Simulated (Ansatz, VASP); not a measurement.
## CuI in VASP and in Ansatz

```
Cu I
1.0
     0.00000    2.94495    2.94495
     2.94495    0.00000    2.94495
     2.94495    2.94495    0.00000
Cu I
1 1
Direct
  0.25000 0.25000 0.25000
  0.00000 0.00000 0.00000
```

Alike in both runs: task single point; functional PBE; k mesh 8 × 8 × 8; occupations gaussian, width 0.02 eV; no spin polarisation.

```csv
,VASP,Ansatz
version,VASP 6.6.1,Ansatz 0.2.0
potentials or method,"VASP PAW PBE potentials, release 64 (Cu, I), cutoff 520 eV","scalar-relativistic, plane waves, PAW"
valence electrons in the cell,18,36
```

```csv
,VASP,Ansatz,Ansatz less VASP
gap on the k mesh at the Fermi level (eV),1.39,1.37,-0.025
least direct gap on the mesh (eV),1.39,1.37,-0.025
pressure (GPa),4.7,4.7,-0.01
```

VASP's potentials hold 18 valence electrons a cell and Ansatz's 36, so a difference there can come from the potentials and not from the codes.

Neither program's run includes spin-orbit coupling.
